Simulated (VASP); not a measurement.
S: single point with PBE

The system is S.

```
CELL_PARAMETERS angstrom
0.00000 2.89470 2.89470
2.89470 0.00000 2.89470
2.89470 2.89470 0.00000
ATOMIC_POSITIONS crystal
S 0.87500 0.87500 0.87500
S 0.12500 0.12500 0.12500
```

```yaml
Program: VASP 6.6.1
Task: single point
Functional: PBE
Potentials_or_basis: VASP PAW PBE potentials, release 64 (S)
Cutoff: 520 eV
k_mesh: 13 × 13 × 13
Occupations: fermi-dirac, width 0.08 eV
Spin: no spin polarisation
```

```json
{
  "Pressure": "0.0 GPa",
  "Band gap on the k mesh": "zero (band 6 reaches 3.66 eV, above the bottom of band 7 at 2.52 eV)"
}
```

Levels at points of the mesh, in eV from the Fermi level:
| k point | band 4 | band 5 | band 6 | band 7 | band 8 | band 9 |
| --- | --- | --- | --- | --- | --- | --- |
| (0.00, 0.00, 0.00) | -3.82 | -3.82 | -0.92 | -0.92 | -0.92 | 5.62 |

Wall time 40 s on 1 thread of Intel(R) Xeon(R) Platinum 8259CL CPU @ 2.50GHz (Skylake/Cascade Lake), with other jobs on the host, peak memory 0.18 GiB.
